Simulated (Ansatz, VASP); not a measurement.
# One calculation of B, two programs

Contents of INCAR:

```
PREC     = Accurate       # precision mode
ENCUT    = 520            # plane-wave cutoff, eV
EDIFF    = 1E-7           # SCF threshold, eV
ISMEAR   = -1             # smearing method
SIGMA    = 0.08           # smearing width, eV
LREAL    = False          # projectors in reciprocal space
LASPH    = True           # aspherical terms in the spheres
NELM     = 100            # most SCF steps
ALGO     = Normal         # electronic algorithm
ISIF     = 2              # what is computed and relaxed
LWAVE    = False          # write WAVECAR
LCHARG   = False          # write CHGCAR
GGA      = PE             # functional
NBANDS   = 8              # bands
```

The input KPOINTS:

```
Automatic mesh
0
Gamma
  18 18 18
```

POSCAR

```
B
1.0
   -1.1614417766      1.1614417766      1.1614417766
    1.1614417766     -1.1614417766      1.1614417766
    1.1614417766      1.1614417766     -1.1614417766
B
1
Direct
    0.0000000000      0.0000000000      0.0000000000
```

Input for Ansatz:

```yaml
crystal:
  lattice:
    - [-1.1614417766, 1.1614417766, 1.1614417766]
    - [1.1614417766, -1.1614417766, 1.1614417766]
    - [1.1614417766, 1.1614417766, -1.1614417766]
  atoms:
    - { symbol: B, position: [0.0, 0.0, 0.0] }
kpoints:
  mp_grid: { grid: [18, 18, 18] }
scf:
  occupations: { method: fermi_dirac, width: 0.08 }
hamiltonian:
  xc: pbe
  pseudopotentials: { kind: all_electron, lapw: { basis_error: 0.00025 } }
output:
  forces: true
  stress: true
  eigenvalues: true
```

Change from the starting cell: volume scaled by 1.02.

Alike in both runs: task single point; functional PBE; k mesh 18 × 18 × 18; occupations fermi-dirac, width 0.08 eV; no spin polarisation.

|  | VASP | Ansatz |
| --- | --- | --- |
| version | VASP 6.6.1 | Ansatz 0.2.0 |
| potentials or method | VASP PAW PBE potentials, release 64 (B), cutoff 520 eV | all-electron LAPW, scalar-relativistic |

|  | VASP | Ansatz | Ansatz less VASP |
| --- | --- | --- | --- |
| pressure (GPa) | -4.5 | -4.4 | +0.03 |

Ansatz ran all-electron here, and VASP with PAW potentials.
